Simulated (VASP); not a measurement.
# NbTe (Pm-3m) in VASP: settings compared

Aim: see how the results for NbTe move with the level of theory and the settings. Levels: PBEsol-based screened hybrid with 25 % exact exchange, r2SCAN0, r2SCANh. Tasks: single point.

Everything below comes from runs of VASP 6.6.1. Logs are shortened: lines on timing, memory, paths and dates and some standing lists are left out, and cuts for length are marked.

### Step 1. The cell of the first run

It takes space group Pm-3m (No. 221, cubic). Conventional cell: a = 3.363 Å, b = 3.363 Å, c = 3.363 Å, α = 90.00°, β = 90.00°, γ = 90.00°. Nb (site symmetry m-3m) has 8 Te at 2.91 Å and 6 Nb at 3.36 Å within 3.8 Å. Te (site symmetry m-3m) has 8 Nb at 2.91 Å and 6 Te at 3.36 Å within 3.8 Å.

### Step 2. Single point, PBEsol-based screened hybrid with 25 % exact exchange

The input, POSCAR:

```
NbTe
1.0
    3.3630371524      0.0000000000      0.0000000000
    0.0000000000      3.3630371524      0.0000000000
    0.0000000000      0.0000000000      3.3630371524
Nb Te
1 1
Direct
    0.5000000000      0.5000000000      0.5000000000
    0.0000000000      0.0000000000      0.0000000000
```

The input, INCAR.step1:

```
SYSTEM = NbTe
PREC = Accurate
ENCUT = 520
EDIFF = 1E-5
ISMEAR = -1
SIGMA = 0.05
LREAL = .FALSE.
LASPH = .TRUE.
NELM = 100
ALGO = Normal
ISIF = 2
LWAVE = .TRUE.
LCHARG = .FALSE.
GGA = PE
NBANDS = 16
```

The input, INCAR.step2:

```
SYSTEM = NbTe
PREC = Accurate
ENCUT = 520
EDIFF = 1E-7
ISMEAR = -1
SIGMA = 0.05
LREAL = .FALSE.
LASPH = .TRUE.
NELM = 100
ALGO = Normal
ISIF = 2
LWAVE = .FALSE.
LCHARG = .FALSE.
GGA = PS
LHFCALC = .TRUE.
AEXX = 0.25
HFSCREEN = 0.207
PRECFOCK = Normal
ISTART = 1
NBANDS = 16
```

The input, KPOINTS:

```
regular mesh
0
G
  4 4 4
  0 0 0
```

Potentials or basis: VASP PAW PBE potentials, release 64 (Nb_sv, Te).

The run is started by

```
$ cat potpaw_PBE.64/Nb_sv/POTCAR potpaw_PBE.64/Te/POTCAR > POTCAR
$ cp INCAR.step1 INCAR
$ mpirun -np 1 vasp_std > vasp.out
$ cp INCAR.step2 INCAR
$ mpirun -np 1 vasp_std > vasp.out
```

OUTCAR:

```text
SYSTEM = NbTe
   PREC = Accurate
   ENCUT = 520
   EDIFF = 1E-7
   ISMEAR = -1
   LREAL = .FALSE.
   LASPH = .TRUE.
   NELM = 100
   ISIF = 2
   GGA = PS
   LHFCALC = .TRUE.
   AEXX = 0.25
   HFSCREEN = 0.207
   PRECFOCK = Normal
   ISTART = 1

 ion  position               nearest neighbor table
   1  0.500  0.500  0.500-   2 2.91   2 2.91   2 2.91   2 2.91   2 2.91   2 2.91   2 2.91   2 2.91

   2  0.000  0.000  0.000-   1 2.91   1 2.91   1 2.91   1 2.91   1 2.91   1 2.91   1 2.91   1 2.91

  LATTYP: Found a simple cubic cell.
 ALAT       =     3.3630371524

  Lattice vectors:

 A1 = (   3.3630371524,   0.0000000000,   0.0000000000)
 A2 = (   0.0000000000,   3.3630371524,   0.0000000000)
 A3 = (   0.0000000000,   0.0000000000,   3.3630371524)

Analysis of symmetry for initial positions (statically):
=====================================================================
 Subroutine PRICEL returns:
 Original cell was already a primitive cell.

 Routine SETGRP: Setting up the symmetry group for a
 simple cubic supercell.

 Subroutine GETGRP returns: Found 48 space group operations
 (whereof 48 operations were pure point group operations)
 out of a pool of 48 trial point group operations.

The static configuration has the point symmetry O_h .

Analysis of symmetry for dynamics (positions and initial velocities):
=====================================================================
 Subroutine PRICEL returns:
 Original cell was already a primitive cell.

 Routine SETGRP: Setting up the symmetry group for a
 simple cubic supercell.

 Subroutine GETGRP returns: Found 48 space group operations
 (whereof 48 operations were pure point group operations)
 out of a pool of 48 trial point group operations.

The dynamic configuration has the point symmetry O_h .

 Subroutine INISYM returns: Found 48 space group operations
 (whereof 48 operations are pure point group operations),
 and found     1 'primitive' translations

----------------------------------------------------------------------------------------

                                     Primitive cell

  volume of cell :      38.0360

  direct lattice vectors                    reciprocal lattice vectors
     3.363037152  0.000000000  0.000000000     0.297350268  0.000000000  0.000000000
     0.000000000  3.363037152  0.000000000     0.000000000  0.297350268  0.000000000
     0.000000000  0.000000000  3.363037152     0.000000000  0.000000000  0.297350268

  length of vectors
     3.363037152  3.363037152  3.363037152     0.297350268  0.297350268  0.297350268

  position of ions in fractional coordinates (direct lattice)
     0.500000000  0.500000000  0.500000000
     0.000000000  0.000000000  0.000000000

  ion indices of the primitive-cell ions
   primitive index   ion index
                 1           1
                 2           2

----------------------------------------------------------------------------------------

 KPOINTS: regular mesh

Automatic generation of k-mesh.
 Grid dimensions read from file:
 generate k-points for:    4    4    4

 Generating k-lattice:

  Cartesian coordinates                     Fractional coordinates (reciprocal lattice)
     0.074337567  0.000000000  0.000000000     0.250000000  0.000000000  0.000000000
     0.000000000  0.074337567  0.000000000     0.000000000  0.250000000  0.000000000
     0.000000000  0.000000000  0.074337567     0.000000000  0.000000000  0.250000000

  Length of vectors
     0.074337567  0.074337567  0.074337567

  Shift w.r.t. Gamma in fractional coordinates (k-lattice)
     0.000000000  0.000000000  0.000000000

 Subroutine IBZKPT returns following result:
 ===========================================

 Found     10 irreducible k-points:

 Following reciprocal coordinates:
            Coordinates               Weight
  0.000000  0.000000  0.000000      1.000000
  0.250000  0.000000  0.000000      6.000000
  0.500000  0.000000  0.000000      3.000000
  0.250000  0.250000  0.000000     12.000000
  0.500000  0.250000  0.000000     12.000000
  0.500000  0.500000  0.000000      3.000000
  0.250000  0.250000  0.250000      8.000000
  0.500000  0.250000  0.250000     12.000000
  0.500000  0.500000  0.250000      6.000000
  0.500000  0.500000  0.500000      1.000000
   k-points           NKPTS =     10   k-points in BZ     NKDIM =     64   number of bands    NBANDS=     16
   number of dos      NEDOS =    301   number of ions     NIONS =      2
   total plane-waves  NPLWV =  21952
   dimension x,y,z NGX =    28 NGY =   28 NGZ =   28
   dimension x,y,z NGXF=    56 NGYF=   56 NGZF=   56
   ions per type =               1   1
   NGX,Y,Z   is equivalent  to a cutoff of  13.84, 13.84, 13.84 a.u.
   NGXF,Y,Z  is equivalent  to a cutoff of  27.68, 27.68, 27.68 a.u.
 SYSTEM =  NbTe
   PREC   = accura    normal or accurate (medium, high low for compatibility)
   ISTART =      1    job   : 0-new  1-cont  2-samecut
   ICHARG =      0    charge: 1-file 2-atom 10-const
   ISPIN  =      1    spin polarized calculation?
   LNONCOLLINEAR =      F non collinear calculations
   LSORBIT =      F    spin-orbit coupling
   LASPH  =      T    aspherical Exc in radial PAW
   ENCUT  =  520.0 eV  38.22 Ry    6.18 a.u.   6.25  6.25  6.25*2*pi/ulx,y,z
   NELM   =    100;   NELMIN=  2; NELMDL=  0     # of ELM steps
   EDIFF  = 0.1E-06   stopping-criterion for ELM
   LREAL  =      F    real-space projection
   EDIFFG = 0.1E-05   stopping-criterion for IOM
   NSW    =      0    number of steps for IOM
   IBRION =     -1    ionic relax: 0-MD 1-quasi-New 2-CG
   NFREE  =      0    steps in history (QN), initial steepest desc. (CG)
   ISIF   =      2    stress and relaxation
   ISYM   =      3    0-nonsym 1-usesym 2-fastsym
   POTIM  = 0.5000    time-step for ionic-motion
   TEBEG  =    0.0;   TEEND  =   0.0 temperature during run
   PSTRESS=    0.0 pullay stress
   NELECT =      19.0000    total number of electrons
   NUPDOWN=      -1.0000    fix difference up-down
   EMIN   =  10.00;   EMAX   =-10.00  energy-range for DOS
   EFERMI =   0.00;   METHOD = LEGACY
   ISMEAR =    -1;   SIGMA  =   0.05  broadening in eV -4-tet -1-fermi 0-gaus
   EFERMI_NEDOS =   21; number of points for ismear=-14 and -15
   IALGO  =     38    algorithm
   IMIX   =      1    mixing-type and parameters
     AMIX     =   0.40;   BMIX     =  1.00
     AMIX_MAG =   1.60;   BMIX_MAG =  1.00
  volume/ion in A,a.u.               =      19.02       128.34
  Fermi-wavevector in a.u.,A,eV,Ry     =   1.298956  2.454670 22.956921  1.687286
  Thomas-Fermi vector in A             =   2.430251
   LORBIT       =      0    0 simple, 1 ext, 2 COOP (PROOUT), +10 PAW based schemes
   GGA     = PS    functional components
   LHFCALC =     T    Hartree Fock is set to
   PRECFOCK=normal    Normal, Fast or Accurate (Low or Medium for compatibility)
   ENCUT4O =  -1.0   cutoff for four orbital integrals eV
   NKREDX  =     1    reduce k-point grid by
   NKREDY  =     1    reduce k-point grid by
   NKREDZ  =     1    reduce k-point grid by
   AEXX    =    0.2500 exact exchange contribution
   HFSCREEN=    0.2070 screening length (either q_TF or 0.3 A-1)
   HFSCREENC=   0.2070 screening length for correlation (either q_TF or 0.3 A-1)
   ENCUTFOCK=  -1.0 apply spherical cutoff to Coloumb kernel
   IVDW    =     0    specifies the selected vdW correction
   LEPSILON=     F    determine dielectric tensor
   LRPA    =     F    only Hartree local field effects (RPA)
 non-spin polarized calculation
  energy-cutoff  :      520.00
  volume of cell :       38.04
 maximum number of plane-waves:      1064
 NGX is ok and might be reduce to    28
  NGX = 20; NGY = 20; NGZ = 20

 number of electron      18.9999999 magnetization

 Free energy of the ion-electron system (eV)
  ---------------------------------------------------
  ext. energy  EPLUGINS =         0.00000000
  ---------------------------------------------------
  free energy    TOTEN  =       -17.11453256 eV

  energy without entropy =      -17.09861074  energy(sigma->0) =      -17.10657165

 E-fermi :  13.2303     XC(G=0):  -9.9691

 val. band max:       12.7162621361   @ k =   0.2500   0.0000   0.0000
 cond. band min:      13.3285870207   @ k =   0.2500   0.2500   0.0000
 fundamental gap:      0.6123248846
 Fermi energy:        13.2302804047

 k-point     1 :       0.0000    0.0000    0.0000
  band No.  band energies     occupation
      1     -46.3534      2.00000
      2     -20.9646      2.00000
      3     -20.9646      2.00000
      4     -20.9646      2.00000
      5      -3.6317      2.00000
      6       9.2780      2.00000
[... 8 lines left out ...]
     15      21.9502      0.00000
     16      21.9502      0.00000

 k-point     2 :       0.2500    0.0000    0.0000
  band No.  band energies     occupation
      1     -46.3438      2.00000
      2     -21.1162      2.00000
      3     -20.9458      2.00000
      4     -20.9458      2.00000
      5      -2.7758      2.00000
      6       6.2170      2.00000
[... 8 lines left out ...]
     15      19.3431      0.00000
     16      24.4323      0.00000

 k-point     3 :       0.5000    0.0000    0.0000
  band No.  band energies     occupation
      1     -46.3342      2.00000
      2     -21.2648      2.00000
      3     -20.9274      2.00000
      4     -20.9274      2.00000
      5      -1.4617      2.00000
      6       3.4540      2.00000
[... 8 lines left out ...]
     15      18.9485      0.00000
     16      20.8757      0.00000

 k-point     4 :       0.2500    0.2500    0.0000
  band No.  band energies     occupation
      1     -46.3341      2.00000
      2     -21.0985      2.00000
      3     -21.0913      2.00000
      4     -20.9308      2.00000
      5      -2.1109      2.00000
      6       6.4042      2.00000
[... 8 lines left out ...]
     15      21.7183      0.00000
     16      23.6131      0.00000
[... 58 lines left out ...]
 k-point     8 :       0.5000    0.2500    0.2500
  band No.  band energies     occupation
      1     -46.3146      2.00000
      2     -21.2178      2.00000
      3     -21.0619      2.00000
      4     -21.0496      2.00000
      5      -0.7115      2.00000
      6       5.0645      2.00000
[... 8 lines left out ...]
     15      20.0656      0.00000
     16      21.1763      0.00000

 k-point     9 :       0.5000    0.5000    0.2500
  band No.  band energies     occupation
      1     -46.3049      2.00000
      2     -21.1941      2.00000
      3     -21.1941      2.00000
      4     -21.0382      2.00000
      5      -0.0623      2.00000
      6       5.5889      2.00000
[... 8 lines left out ...]
     15      20.7108      0.00000
     16      20.7108      0.00000

 k-point    10 :       0.5000    0.5000    0.5000
  band No.  band energies     occupation
      1     -46.2956      2.00000
      2     -21.1709      2.00000
      3     -21.1709      2.00000
      4     -21.1709      2.00000
      5       1.3855      2.00000
      6       5.0863      2.00000
[... 8 lines left out ...]
     15      18.8543      0.00000
     16      18.8543      0.00000

------------------------ aborting loop because EDIFF is reached ----------------------------------------

  FORCE on cell =-STRESS in cart. coord.  units (eV):
  Direction    XX          YY          ZZ          XY          YZ          ZX
  --------------------------------------------------------------------------------------
  -------------------------------------------------------------------------------------
  Total       -0.1289267     -0.1289267     -0.1289267      0.0000000     -0.0000000      0.0000000
  in kB       -5.4307349     -5.4307349     -5.4307349      0.0000000     -0.0000000      0.0000000
  external PRESSURE =      -5.4307349 kB  Pullay stress =       0.0000000 kB

 VOLUME and BASIS-vectors are now :
 -----------------------------------------------------------------------------
  energy-cutoff  :      520.00
  volume of cell :       38.04
      direct lattice vectors                 reciprocal lattice vectors
     3.363037152  0.000000000  0.000000000     0.297350268  0.000000000  0.000000000
     0.000000000  3.363037152  0.000000000     0.000000000  0.297350268  0.000000000
     0.000000000  0.000000000  3.363037152     0.000000000  0.000000000  0.297350268

 POSITION                                       TOTAL-FORCE (eV/Angst)
 -----------------------------------------------------------------------------------
      1.68152      1.68152      1.68152         0.000000      0.000000      0.000000
      0.00000      0.00000      0.00000         0.000000      0.000000      0.000000
 -----------------------------------------------------------------------------------
    total drift:                                0.000001      0.000001      0.000001

  FREE ENERGIE OF THE ION-ELECTRON SYSTEM (eV)
  ---------------------------------------------------
  free  energy   TOTEN  =       -17.1145325624 eV

  energy  without entropy=      -17.0986107370  energy(sigma->0) =      -17.10657165
```

Wall time 10 min (1 thread of Intel Xeon Platinum 8259CL at 2.50GHz (Skylake/Cascade Lake), shared host); peak memory 0.27 GiB.

Results:

```yaml
Free_energy: -17.1145 eV
Pressure: -0.5 GPa
Band_gap_on_the_k_mesh: zero (an odd number of electrons rules out a gap without spin polarisation)
```

Caveat: the k points lie up to 0.47 Å⁻¹ apart, too coarse for converged energies and pressures of a metal; the PAW data sets were made with another functional, which shifts forces and pressure a little; spin-orbit coupling is left out, which moves the levels of the heavy elements.

### Step 3. Single point, r2SCAN0

This run uses another cell than the first one, of 20.10 Å³/atom.

The input, POSCAR:

```
NbTe
1.0
    3.4257000000      0.0000000000      0.0000000000
    0.0000000000      3.4257000000      0.0000000000
    0.0000000000      0.0000000000      3.4257000000
Nb Te
1 1
Direct
    0.5000000000      0.5000000000      0.5000000000
    0.0000000000      0.0000000000      0.0000000000
```

The input, INCAR.step1:

```
SYSTEM = NbTe
  ALGO = Normal
  EDIFF = 1E-5
  ENCUT = 520
  GGA = PE
  ISIF = 2
  ISMEAR = -1
  LASPH = .True.
  LREAL = .False.
  LWAVE = .True.
  NBANDS = 16
  NELM = 100
  PREC = Accurate
  SIGMA = 0.05
```

The input, INCAR.step2:

```
SYSTEM = NbTe
  AEXX = 0.25
  ALGO = Normal
  EDIFF = 1E-6
  ENCUT = 520
  ISIF = 2
  ISMEAR = -1
  ISTART = 1
  LASPH = .True.
  LCHARG = .True.
  LELF = .True.
  LHFCALC = .True.
  LMIXTAU = .True.
  LREAL = .False.
  LVHAR = .True.
  LWAVE = .False.
  METAGGA = R2SCAN
  NBANDS = 16
  NELM = 100
  PREC = Accurate
  PRECFOCK = Normal
  SIGMA = 0.05
```

The input, KPOINTS:

```
k-points
0
Gamma
  4 4 4
  0 0 0
```

Potentials or basis: VASP PAW PBE potentials, release 64 (Nb_sv, Te).

The run is started by

```
$ cat potpaw_PBE.64/Nb_sv/POTCAR potpaw_PBE.64/Te/POTCAR > POTCAR
$ cp INCAR.step1 INCAR
$ mpirun -np 1 vasp_std > vasp.out
$ cp INCAR.step2 INCAR
$ mpirun -np 1 vasp_std > vasp.out
```

Run time: 11 min. Hardware: 1 thread of Intel Xeon Platinum 8259CL at 2.50GHz (Skylake/Cascade Lake), shared host; peak memory 0.17 GiB.

It converged, with:

| Item | Value |
| --- | --- |
| Free energy | -45.8345 eV |
| Pressure | -4.5 GPa |
| Band gap on the k mesh | zero (an odd number of electrons rules out a gap without spin polarisation) |

Levels at points of the mesh, in eV from the Fermi level:
```tsv
k point	band 6	band 7	band 8	band 9	band 10	band 11	band 12	band 13
(0.00, 0.00, 0.00)	-4.42	-4.42	-2.50	-2.50	-2.50	1.42	1.42	1.42
(0.50, 0.00, 0.00)	-10.17	-4.23	-4.23	-3.62	1.68	2.34	5.00	5.57
(0.50, 0.50, 0.00)	-7.50	-7.50	-4.33	-0.99	-0.99	-0.33	1.64	2.61
(0.50, 0.50, 0.50)	-8.41	-8.41	-8.41	1.94	1.94	1.94	2.66	2.66
```

Caveat: the k points lie up to 0.46 Å⁻¹ apart, too coarse for converged energies and pressures of a metal; the PAW data sets were made with another functional, which shifts forces and pressure a little; spin-orbit coupling is left out, which moves the levels of the heavy elements.

### Step 4. Single point, r2SCANh

This run uses another cell than the first one, of 20.10 Å³/atom.

POSCAR is that of step 3.

The input, INCAR.step1:

```
SYSTEM = NbTe
ALGO = Normal
EDIFF = 1E-5
ENCUT = 520
GGA = PE
ISIF = 2
ISMEAR = -1
LASPH = .TRUE.
LREAL = .FALSE.
LWAVE = .TRUE.
NBANDS = 16
NELM = 80
PREC = Accurate
SIGMA = 0.05
```

The input, INCAR.step2:

```
SYSTEM = NbTe
AEXX = 0.1
ALGO = Normal
EDIFF = 1E-6
ENCUT = 520
ISIF = 2
ISMEAR = -1
ISTART = 1
LASPH = .TRUE.
LCHARG = .TRUE.
LELF = .TRUE.
LHFCALC = .TRUE.
LMIXTAU = .TRUE.
LREAL = .FALSE.
LVHAR = .TRUE.
LWAVE = .FALSE.
METAGGA = R2SCAN
NBANDS = 16
NELM = 80
PREC = Accurate
PRECFOCK = Normal
SIGMA = 0.05
```

The input, KPOINTS:

```
k-points
0
G
  4 4 4
  0 0 0
```

The run is started by

```
$ cat potpaw_PBE.64/Nb_sv/POTCAR potpaw_PBE.64/Te/POTCAR > POTCAR
$ cp INCAR.step1 INCAR
$ mpirun -np 1 vasp_std > vasp.out
$ cp INCAR.step2 INCAR
$ mpirun -np 1 vasp_std > vasp.out
```

It took 9.3 min on 1 thread of Intel Xeon Platinum 8259CL at 2.50GHz (Skylake/Cascade Lake), shared host; peak memory 0.17 GiB.

It converged, with:

```yaml
Free_energy: -48.5985 eV
Pressure: -3.0 GPa
Band_gap_on_the_k_mesh: zero (an odd number of electrons rules out a gap without spin polarisation)
```

Levels at points of the mesh, in eV from the Fermi level:
```
           k point  band 7  band 8  band 9  band 10  band 11  band 12
(0.00, 0.00, 0.00)   -3.75   -2.14   -2.14    -2.14     1.02     1.02
(0.50, 0.00, 0.00)   -3.75   -3.75   -2.96     1.22     2.08     4.56
(0.50, 0.50, 0.00)   -6.86   -3.68   -0.85    -0.85     0.14     1.24
(0.50, 0.50, 0.50)   -7.73   -7.73    1.72     1.72     1.72     2.42
```

Caveat: the k points lie up to 0.46 Å⁻¹ apart, too coarse for converged energies and pressures of a metal; the PAW data sets were made with another functional, which shifts forces and pressure a little; spin-orbit coupling is left out, which moves the levels of the heavy elements.

### Step 5. Overview

| level | cell | share of exact exchange | screening parameter | gap on the mesh (eV) | pressure (GPa) |
| --- | --- | --- | --- | --- | --- |
| PBEsol-based screened hybrid with 25 % exact exchange | a = 3.363 Å, 2 atoms | 0.25 | 0.207 1/Å | none | -0.5 |
| r2SCAN0 | a = 3.426 Å, 2 atoms | 0.25 | - | none | -4.5 |
| r2SCANh | a = 3.426 Å, 2 atoms | 0.1 | - | none | -3.0 |

Alike in all rows: task single point; potentials or basis VASP PAW PBE potentials, release 64 (Nb_sv, Te); no spin polarisation; k mesh 4 × 4 × 4; cutoff (eV) 520; smearing fermi-dirac 0.05 eV.

Caveats: all runs use coarse meshes; the PAW data sets were made with another functional, which shifts forces and pressure a little; spin-orbit coupling is left out, which moves the levels of the heavy elements.

Total energies depend on the potentials used, so only differences within one code and one set of settings carry meaning.

The gap in the log of VASP goes by the Fermi energy; the results here count the filled bands.